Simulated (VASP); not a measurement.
A run of VASP 6.6.1:

File INCAR:

```
PREC     = Accurate       # precision mode
ENCUT    = 600            # plane-wave cutoff, eV
EDIFF    = 1E-6           # SCF threshold, eV
ISMEAR   = 0              # smearing method
SIGMA    = 0.1            # smearing width, eV
LREAL    = F              # projectors in reciprocal space
LASPH    = T              # aspherical terms in the spheres
NELM     = 60             # most SCF steps
ALGO     = Fast           # electronic algorithm
ISIF     = 3              # what is computed and relaxed
LWAVE    = F              # write WAVECAR
LCHARG   = F              # write CHGCAR
GGA      = PE             # functional
IBRION   = 2              # ionic algorithm
NSW      = 100            # ionic steps
EDIFFG   = -0.01          # ionic threshold
```

File KPOINTS:

```
regular mesh
0
Gamma
  20 20 18
```

Contents of POSCAR:

```
AlNi
1.0
    2.8259528775      0.0000000000      0.0000000000
    0.0000000000      2.8259528775      0.0000000000
    0.0000000000      0.0000000000      3.0366568006
Al Ni
1 1
Direct
    0.0000000000      0.0000000000      0.0000000000
    0.5000000000      0.5000000000      0.5000000000
```

Potentials or basis: VASP PAW PBE potentials, release 64 (Al, Ni).

Launch:

```sh
$ cat potpaw_PBE.64/Al/POTCAR potpaw_PBE.64/Ni/POTCAR > POTCAR
$ mpirun -np 1 vasp_std > vasp.out
```

Hardware: 1 thread of Intel(R) Xeon(R) Platinum 8488C (Sapphire Rapids) (shared host).

Problem. Estimate the wall time of this run.

Solution. It took 5.2 min on 1 thread of Intel(R) Xeon(R) Platinum 8488C (Sapphire Rapids), on a shared host, peak memory 0.36 GiB. Counts: scf iterations 72, k points 660, ion steps 9.
